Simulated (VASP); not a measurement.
Crystal: C.

```
CELL_PARAMETERS angstrom
1.22803 0.70900 3.34701
-1.22803 0.70900 3.34701
0.00000 -1.41800 3.34701
ATOMIC_POSITIONS crystal
C 0.83600 0.83600 0.83600
C 0.16400 0.16400 0.16400
```

| Quantity | Value |
| --- | --- |
| Program | VASP 6.6.1 |
| Task | relaxation of cell and atoms |
| Functional | PBEsol |
| Potentials or basis | VASP PAW PBE potentials, release 64 (C) |
| Cutoff | 600 eV |
| k mesh | 12 × 12 × 12 |
| Occupations | fermi-dirac, width 0.1 eV |
| Spin | no spin polarisation |

At the start: pressure 1.4 GPa; volume 8.74 Å³/atom.

How do energy, volume and symmetry change on relaxing?

Over 11 steps the energy falls by 12.5 meV/atom and the volume is 9.31 Å³/atom (+6.5 %); space group R-3m (No. 166, to 0.05 Å).

The path:
```csv
step,energy change (eV),largest force (eV/Å),pressure (GPa),volume (Å³)
1,0.0000,0.8581,1.41,17.48
2,-0.0132,0.5116,-2.58,17.68
3,-0.0224,0.0252,-0.94,17.60
4,-0.0216,0.0509,2.85,17.49
5,-0.0228,0.0037,0.51,17.56
6,-0.0230,0.0080,0.40,17.60
7,-0.0236,0.0209,0.41,17.73
8,-0.0245,0.0477,0.27,17.99
9,-0.0247,0.1039,0.11,18.50
10,-0.0249,0.0497,-0.03,18.57
11,-0.0250,0.0081,-0.16,18.62
```

Final structure:
```
C
1.0
     1.23032    0.71033    3.55126
    -1.23032    0.71033    3.55126
     0.00000   -1.42065    3.55126
C
2
Direct
  0.83335 0.83335 0.83335
  0.16665 0.16665 0.16665
```

Caveat: the PAW data sets were made with another functional, which shifts forces and pressure a little.
